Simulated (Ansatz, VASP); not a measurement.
# TePb in VASP and in Ansatz

The input INCAR:

```
PREC = Accurate
ENCUT = 520
EDIFF = 1E-6
ISMEAR = -1
SIGMA = 0.1
LREAL = False
LASPH = True
NELM = 60
ALGO = Normal
ISIF = 2
LWAVE = False
LCHARG = False
GGA = PE
NBANDS = 17
```

The input KPOINTS:

```
Automatic mesh
0
Gamma
  11 11 11
```

The input POSCAR:

```
TePb
1.0
    3.8294800164      0.0000000000      0.0000000000
    0.0000000000      3.8294800164      0.0000000000
    0.0000000000      0.0000000000      3.8294800164
Pb Te
1 1
Direct
    0.0000000000      0.0000000000      0.0000000000
    0.5000000000      0.5000000000      0.5000000000
```

Input for Ansatz:

```yaml
crystal:
  lattice:
    - [3.8294800164, 0.0, 0.0]
    - [0.0, 3.8294800164, 0.0]
    - [0.0, 0.0, 3.8294800164]
  atoms:
    - { symbol: Pb, position: [0.0, 0.0, 0.0] }
    - { symbol: Te, position: [0.5, 0.5, 0.5] }
kpoints:
  mp_grid: { grid: [11, 11, 11] }
  band_path:
    path:
      - [0.0, 0.0, 0.0]
      - [0.0, 0.5, 0.0]
      - [0.5, 0.5, 0.0]
      - [0.0, 0.0, 0.0]
      - [0.5, 0.5, 0.5]
      - [0.0, 0.5, 0.0]
      - [0.5, 0.5, 0.5]
      - [0.5, 0.5, 0.0]
    npoints: 8
scf:
  occupations: { method: fermi_dirac, width: 0.1 }
hamiltonian:
  xc: pbe
  pseudopotentials: { kind: all_electron, lapw: { basis_error: 0.001 } }
output:
  forces: true
  stress: true
  eigenvalues: true
  populations: true
  dos: { projected: true, de: 0.2, e_range: [-14, 8] }
```

Change from the starting cell: volume scaled by 0.88, LAPW.

Alike in both runs: task single point; functional PBE; k mesh 11 × 11 × 11; occupations fermi-dirac, width 0.1 eV; no spin polarisation.

|  | VASP | Ansatz |
| --- | --- | --- |
| version | VASP 6.6.1 | Ansatz 0.2.0 |
| potentials or method | VASP PAW PBE potentials, release 64 (Pb_d, Te), cutoff 520 eV | all-electron LAPW, scalar-relativistic |

```tsv
	VASP	Ansatz	Ansatz less VASP
pressure (GPa)	6.8	6.8	+0.07
```

Ansatz ran all-electron here, and VASP with PAW potentials.

Spin-orbit coupling is off throughout.
